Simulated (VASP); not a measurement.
# Ta (I4/mmm) in VASP: further runs

Runs on Ta. Level: PBEsol. Tasks: single point.

Everything below comes from runs of VASP 6.6.1. Logs are shortened: lines on timing, memory, paths and dates and some standing lists are left out, and cuts for length are marked.

## 1. The cell of the first run

Symmetry: I4/mmm, No. 139, tetragonal system. The conventional cell has a = 3.448 Å, b = 3.448 Å, c = 2.969 Å, α = 90.00°, β = 90.00°, γ = 90.00°. Ta (site symmetry 4/mmm) has 14 Ta at 2.85 to 3.45 Å within 3.8 Å.

## 2. Single point, PBEsol (17.65 Å³/atom)

File INCAR:

```
SYSTEM = Ta
ALGO = Fast
EDIFF = 1E-7
ENCUT = 520
GGA = PS
ISIF = 2
ISMEAR = 0
LASPH = .TRUE.
LCHARG = .FALSE.
LREAL = .FALSE.
LWAVE = .FALSE.
NBANDS = 12
NELM = 100
PREC = Accurate
SIGMA = 0.15
```

File KPOINTS:

```
k-points
0
G
  22 22 22
  0 0 0
```

File POSCAR:

```
Ta
1.0
   -1.7239965106      1.7239965106      1.4847057949
    1.7239965106     -1.7239965106      1.4847057949
    1.7239965106      1.7239965106     -1.4847057949
Ta
1
Direct
    0.0000000000      0.0000000000      0.0000000000
```

Potentials or basis: VASP PAW PBE potentials, release 64 (Ta_pv).

The run is started by

```console
$ cat potpaw_PBE.64/Ta_pv/POTCAR > POTCAR
$ mpirun -np 1 vasp_std > vasp.out
```

OUTCAR:

```text
SYSTEM = Ta
   EDIFF = 1E-7
   ENCUT = 520
   GGA = PS
   ISIF = 2
   ISMEAR = 0
   LASPH = .TRUE.
   LREAL = .FALSE.
   NELM = 100
   PREC = Accurate

 ion  position               nearest neighbor table
   1  0.000  0.000  0.000-

  LATTYP: Found a body centered tetragonal cell.
 ALAT       =     3.4479930212
 C/A-ratio  =     0.8612000000

  Lattice vectors:

 A1 = (  -1.7239965106,   1.7239965106,   1.4847057949)
 A2 = (   1.7239965106,  -1.7239965106,   1.4847057949)
 A3 = (   1.7239965106,   1.7239965106,  -1.4847057949)

Analysis of symmetry for initial positions (statically):
=====================================================================
 Subroutine PRICEL returns:
 Original cell was already a primitive cell.

 Routine SETGRP: Setting up the symmetry group for a
 body centered tetragonal supercell.

 Subroutine GETGRP returns: Found 16 space group operations
 (whereof 16 operations were pure point group operations)
 out of a pool of 16 trial point group operations.

The static configuration has the point symmetry D_4h.

Analysis of symmetry for dynamics (positions and initial velocities):
=====================================================================
 Subroutine PRICEL returns:
 Original cell was already a primitive cell.

 Routine SETGRP: Setting up the symmetry group for a
 body centered tetragonal supercell.

 Subroutine GETGRP returns: Found 16 space group operations
 (whereof 16 operations were pure point group operations)
 out of a pool of 16 trial point group operations.

The dynamic configuration has the point symmetry D_4h.

 Subroutine INISYM returns: Found 16 space group operations
 (whereof 16 operations are pure point group operations),
 and found     1 'primitive' translations

----------------------------------------------------------------------------------------

                                     Primitive cell

  volume of cell :      17.6512

  direct lattice vectors                    reciprocal lattice vectors
    -1.723996511  1.723996511  1.484705795     0.000000000  0.290023789  0.336767056
     1.723996511 -1.723996511  1.484705795     0.290023789  0.000000000  0.336767056
     1.723996511  1.723996511 -1.484705795     0.290023789  0.290023789  0.000000000

  length of vectors
     2.854589153  2.854589153  2.854589153     0.444438802  0.444438802  0.410155576

  position of ions in fractional coordinates (direct lattice)
     0.000000000  0.000000000  0.000000000

  ion indices of the primitive-cell ions
   primitive index   ion index
                 1           1

----------------------------------------------------------------------------------------

 KPOINTS: k-points

Automatic generation of k-mesh.
 Grid dimensions read from file:
 generate k-points for:   22   22   22

 Generating k-lattice:

  Cartesian coordinates                     Fractional coordinates (reciprocal lattice)
     0.000000000  0.013182899  0.015307593     0.045454545  0.000000000  0.000000000
     0.013182899  0.000000000  0.015307593     0.000000000  0.045454545  0.000000000
     0.013182899  0.013182899  0.000000000     0.000000000  0.000000000  0.045454545

  Length of vectors
     0.020201764  0.020201764  0.018643435

  Shift w.r.t. Gamma in fractional coordinates (k-lattice)
     0.000000000  0.000000000  0.000000000

 Subroutine IBZKPT returns following result:
 ===========================================

 Found    834 irreducible k-points:

 Following reciprocal coordinates:
            Coordinates               Weight
  0.000000  0.000000  0.000000      1.000000
  0.045455  0.000000  0.000000      8.000000
  0.090909  0.000000  0.000000      8.000000
  0.136364  0.000000  0.000000      8.000000
  0.181818  0.000000  0.000000      8.000000
  0.227273 -0.000000  0.000000      8.000000
[... 16 lines left out ...]
  0.500000  0.045455  0.000000     16.000000
 -0.454545  0.045455  0.000000     16.000000
 [... further k-points ...]
   k-points           NKPTS =    834   k-points in BZ     NKDIM =    834   number of bands    NBANDS=     12
   number of dos      NEDOS =    301   number of ions     NIONS =      1
   total plane-waves  NPLWV =  13824
   dimension x,y,z NGX =    24 NGY =   24 NGZ =   24
   dimension x,y,z NGXF=    48 NGYF=   48 NGZF=   48
   ions per type =               1
   NGX,Y,Z   is equivalent  to a cutoff of  13.98, 13.98, 13.98 a.u.
   NGXF,Y,Z  is equivalent  to a cutoff of  27.95, 27.95, 27.95 a.u.
 SYSTEM =  Ta
   PREC   = accura    normal or accurate (medium, high low for compatibility)
   ISTART =      0    job   : 0-new  1-cont  2-samecut
   ICHARG =      2    charge: 1-file 2-atom 10-const
   ISPIN  =      1    spin polarized calculation?
   LNONCOLLINEAR =      F non collinear calculations
   LSORBIT =      F    spin-orbit coupling
   LASPH  =      T    aspherical Exc in radial PAW
   ENCUT  =  520.0 eV  38.22 Ry    6.18 a.u.   5.31  5.31  5.31*2*pi/ulx,y,z
   NELM   =    100;   NELMIN=  2; NELMDL= -5     # of ELM steps
   EDIFF  = 0.1E-06   stopping-criterion for ELM
   LREAL  =      F    real-space projection
   EDIFFG = 0.1E-05   stopping-criterion for IOM
   NSW    =      0    number of steps for IOM
   IBRION =     -1    ionic relax: 0-MD 1-quasi-New 2-CG
   NFREE  =      0    steps in history (QN), initial steepest desc. (CG)
   ISIF   =      2    stress and relaxation
   ISYM   =      2    0-nonsym 1-usesym 2-fastsym
   POTIM  = 0.5000    time-step for ionic-motion
   TEBEG  =    0.0;   TEEND  =   0.0 temperature during run
   PSTRESS=    0.0 pullay stress
   NELECT =      11.0000    total number of electrons
   NUPDOWN=      -1.0000    fix difference up-down
   EMIN   =  10.00;   EMAX   =-10.00  energy-range for DOS
   EFERMI =   0.00;   METHOD = LEGACY
   ISMEAR =     0;   SIGMA  =   0.15  broadening in eV -4-tet -1-fermi 0-gaus
   EFERMI_NEDOS =   21; number of points for ismear=-14 and -15
   IALGO  =     68    algorithm
   IMIX   =      4    mixing-type and parameters
     AMIX     =   0.40;   BMIX     =  1.00
     AMIX_MAG =   1.60;   BMIX_MAG =  1.00
  volume/ion in A,a.u.               =      17.65       119.12
  Fermi-wavevector in a.u.,A,eV,Ry     =   1.398346  2.642491 26.604448  1.955372
  Thomas-Fermi vector in A             =   2.521513
   LORBIT       =      0    0 simple, 1 ext, 2 COOP (PROOUT), +10 PAW based schemes
   GGA     = PS    functional components
   LHFCALC =     F    Hartree Fock is set to
   AEXX    =    0.0000 exact exchange contribution
   IVDW    =     0    specifies the selected vdW correction
   LEPSILON=     F    determine dielectric tensor
   LRPA    =     F    only Hartree local field effects (RPA)
 non-spin polarized calculation
 RMM-DIIS sequential band-by-band and
 Gauss-broadening in eV      SIGMA  =   0.15
  energy-cutoff  :      520.00
  volume of cell :       17.65
 maximum number of plane-waves:       493
 NGX is ok and might be reduce to    24
   NGX = 11   NGY = 11   NGZ = 11

 number of electron      11.0000002 magnetization

 Free energy of the ion-electron system (eV)
  ---------------------------------------------------
  ext. energy  EPLUGINS =         0.00000000
  ---------------------------------------------------
  free energy    TOTEN  =       -12.48567743 eV

  energy without entropy =      -12.47263227  energy(sigma->0) =      -12.47915485

 E-fermi :   5.6154     XC(G=0): -12.8269

 val. band max:        5.6108228851   @ k =  -0.0909  -0.2273   0.0909
 cond. band min:       5.6176724875   @ k =   0.3182   0.2273   0.0909
 fundamental gap:      0.0068496024
 Fermi energy:         5.6153509791

 k-point     1 :       0.0000    0.0000    0.0000
  band No.  band energies     occupation
      1     -27.4768      2.00000
      2     -27.4768      2.00000
      3     -27.4036      2.00000
      4      -2.5157      2.00000
      5       5.0304      2.00000
      6       7.1397      0.00000
      7       7.1397      0.00000
      8       7.9097      0.00000
      9      10.7441      0.00000
     10      19.8915      0.00000
     11      19.8915      0.00000
     12      22.8831      0.00000

 k-point     2 :       0.0455    0.0000    0.0000
  band No.  band energies     occupation
      1     -27.4912      2.00000
      2     -27.4855      2.00000
      3     -27.4206      2.00000
      4      -2.4134      2.00000
      5       5.0615      2.00000
      6       7.0868      0.00000
      7       7.1149      0.00000
      8       7.9343      0.00000
      9      10.6416      0.00000
     10      20.0885      0.00000
     11      20.1071      0.00000
     12      20.2169      0.00000

 k-point     3 :       0.0909    0.0000    0.0000
  band No.  band energies     occupation
      1     -27.5559      2.00000
      2     -27.5109      2.00000
      3     -27.4471      2.00000
      4      -2.1137      2.00000
      5       5.1166      2.00000
      6       6.8933      0.00000
      7       7.0949      0.00000
      8       8.0506      0.00000
      9      10.3912      0.00000
     10      20.2157      0.00000
     11      20.6606      0.00000
     12      20.6695      0.00000
[... 286 lines left out ...]
 k-point    23 :       0.5000    0.0455    0.0000
  band No.  band energies     occupation
      1     -28.7116      2.00000
      2     -27.8959      2.00000
      3     -27.5776      2.00000
      4       1.1203      2.00000
      5       3.3617      2.00000
      6       7.4759      0.00000
      7       9.2988      0.00000
      8      11.9441      0.00000
      9      13.3275      0.00000
     10      17.3338      0.00000
     11      18.1606      0.00000
     12      21.4095      0.00000

 k-point    24 :      -0.4545    0.0455    0.0000
  band No.  band energies     occupation
      1     -28.6601      2.00000
      2     -27.8806      2.00000
      3     -27.5702      2.00000
      4       1.1338      2.00000
      5       3.4549      2.00000
      6       7.0008      0.00000
      7       9.3810      0.00000
      8      11.4951      0.00000
      9      12.7756      0.00000
     10      17.4153      0.00000
     11      19.2455      0.00000
     12      22.1283      0.00000

 [... further k-points ...]

------------------------ aborting loop because EDIFF is reached ----------------------------------------

  FORCE on cell =-STRESS in cart. coord.  units (eV):
  Direction    XX          YY          ZZ          XY          YZ          ZX
  --------------------------------------------------------------------------------------
  -------------------------------------------------------------------------------------
  Total       -0.1984701     -0.1984701      1.2080783      0.0000000     -0.0000000      0.0000000
  in kB      -18.0149309    -18.0149309    109.6560288      0.0000000     -0.0000000      0.0000000
  external PRESSURE =      24.5420557 kB  Pullay stress =       0.0000000 kB

 VOLUME and BASIS-vectors are now :
 -----------------------------------------------------------------------------
  energy-cutoff  :      520.00
  volume of cell :       17.65
      direct lattice vectors                 reciprocal lattice vectors
    -1.723996511  1.723996511  1.484705795     0.000000000  0.290023789  0.336767056
     1.723996511 -1.723996511  1.484705795     0.290023789  0.000000000  0.336767056
     1.723996511  1.723996511 -1.484705795     0.290023789  0.290023789  0.000000000

 POSITION                                       TOTAL-FORCE (eV/Angst)
 -----------------------------------------------------------------------------------
      0.00000      0.00000      0.00000        -0.000000      0.000000      0.000000
 -----------------------------------------------------------------------------------
    total drift:                                0.000000      0.000000      0.000000

  FREE ENERGIE OF THE ION-ELECTRON SYSTEM (eV)
  ---------------------------------------------------
  free  energy   TOTEN  =       -12.4856774270 eV

  energy  without entropy=      -12.4726322713  energy(sigma->0) =      -12.47915485
```

It took 3.1 min on 1 thread of Intel Xeon 8259CL, shared host; peak memory 0.29 GiB.

Results:

```yaml
Free_energy: -12.4857 eV
Pressure: 2.5 GPa
Band_gap_on_the_k_mesh: zero (an odd number of electrons rules out a gap without spin polarisation)
```

Levels at points of the mesh, in eV from the Fermi level:
| k point | band 3 | band 4 | band 5 | band 6 | band 7 | band 8 |
| --- | --- | --- | --- | --- | --- | --- |
| (0.00, 0.00, 0.00) | -33.02 | -8.13 | -0.58 | 1.52 | 1.52 | 2.29 |
| (0.50, 0.00, 0.00) | -33.19 | -4.56 | -2.30 | 2.07 | 3.68 | 6.47 |
| (0.50, 0.50, 0.00) | -33.03 | -4.69 | -0.17 | 0.88 | 2.05 | 4.02 |
| (0.50, 0.50, 0.50) | -33.64 | -4.25 | -3.89 | 6.77 | 6.77 | 7.36 |

Caveat: the stress differs along the axes, from -2 to 11 GPa; the PAW data sets were made with another functional, which shifts forces and pressure a little; spin-orbit coupling is left out, which moves the levels of the heavy elements.

[end of part 1 of 2]
